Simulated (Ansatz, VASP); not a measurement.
## Cu in VASP and in Ansatz

```
Cu
1.0
     0.00000    1.78850    1.78850
     1.78850    0.00000    1.78850
     1.78850    1.78850    0.00000
Cu
1
Cartesian
  0.0000 0.0000 0.0000
```

Alike in both runs: functional r2SCAN; k mesh 26 × 26 × 26; occupations fermi-dirac, width 0.1 eV; no spin polarisation.

Ansatz relaxed the structure, and its values are those at the end. VASP's run is a single point on that final structure, the one shown.

|  | VASP | Ansatz |
| --- | --- | --- |
| version | VASP 6.6.1 | Ansatz 0.2.0 |
| potentials or method | VASP PAW PBE potentials, release 64 (Cu) | PAW with Ansatz's default frozen-core files, scalar-relativistic |
| plane-wave cutoff (eV) | 520 | 500 |
| valence electrons in the cell | 11 | 19 |

Ansatz gave:

```
pressure (GPa) : 0.0
```

**Question.** What did VASP give for the same quantities?

**Answer.** Pressure (GPa): 0.5.

VASP's potentials were made for PBE, not for r2SCAN. VASP's potentials hold 11 valence electrons a cell and Ansatz's 19, so a difference there can come from the potentials and not from the codes.
